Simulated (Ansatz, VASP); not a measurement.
**Se: VASP beside Ansatz**

```xyz
2
Lattice="3.9309 0.0000 0.0000 -1.9655 3.4043 0.0000 0.0000 0.0000 3.9957" Properties=species:S:1:pos:R:3 pbc="T T T"
Se    0.0000    2.2695    0.9989
Se    1.9655    1.1348    2.9968
```

Alike in both runs: task single point; functional BLYP; k mesh 11 × 11 × 9; occupations fermi-dirac, width 0.1 eV; no spin polarisation.

|  | VASP | Ansatz |
| --- | --- | --- |
| version | VASP 6.6.1 | Ansatz 0.2.0 |
| potentials or method | VASP PAW PBE potentials, release 64 (Se), cutoff 520 eV | plane waves (420 eV) with PAW, scalar-relativistic |
| valence electrons in the cell | 12 | 32 |

Ansatz gave:

| Item | Value |
| --- | --- |
| pressure (GPa) | -3.4 |
| traceless stress, the component that is largest in VASP (GPa) | -1.59 |

**Question.** Estimate VASP's values.

**Answer.** Pressure (GPa): -3.3; traceless stress, the component that is largest in VASP (GPa): -1.56.

VASP's potentials were made for PBE, not for BLYP. VASP's potentials hold 12 valence electrons a cell and Ansatz's 32, so a difference there can come from the potentials and not from the codes.
